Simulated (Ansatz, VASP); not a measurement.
**One calculation of Hf3Ta2F, two programs**

```
Hf Ta F
1.0
     4.93661    0.00000    0.00000
    -2.46831    4.27523    0.00000
     0.00000    0.00000    5.51856
Hf Ta F
3 2 1
Cartesian
  0.0000 0.0000 0.0000
  0.0000 2.8502 2.7593
  0.0000 2.8502 0.0000
  2.4683 1.4251 4.2027
  2.4683 1.4251 1.3158
  0.0000 0.0000 2.7593
```

Change from the starting cell: species swapped into the Sr2AlGa3 type (P-6m2, No. 187).

Alike in both runs: functional PBE; k mesh 6 × 6 × 4; occupations gaussian, width 0.1 eV; no spin polarisation.

Ansatz relaxed the structure, and its values are those at the end. VASP's run is a single point on that final structure, the one shown.

|  | VASP | Ansatz |
| --- | --- | --- |
| version | VASP 6.6.1 | Ansatz 0.2.0 |
| potentials or method | VASP PAW PBE potentials, release 64 (Hf_pv, Ta_pv, F), cutoff 520 eV | scalar-relativistic, plane waves, PAW |
| valence electrons in the cell | 59 | 111 |

```tsv
	VASP	Ansatz	Ansatz less VASP
gap on the k mesh at the Fermi level (eV)	none	none	-
pressure (GPa)	-0.4	0.0	+0.44
rms of the force components (eV/Å)	0.011	0.007	-0.0043
```

A gap of «none» marks a metal or a gap that the smearing closes. VASP's potentials hold 59 valence electrons a cell and Ansatz's 111, so a difference there can come from the potentials and not from the codes.

Spin-orbit coupling is off throughout.
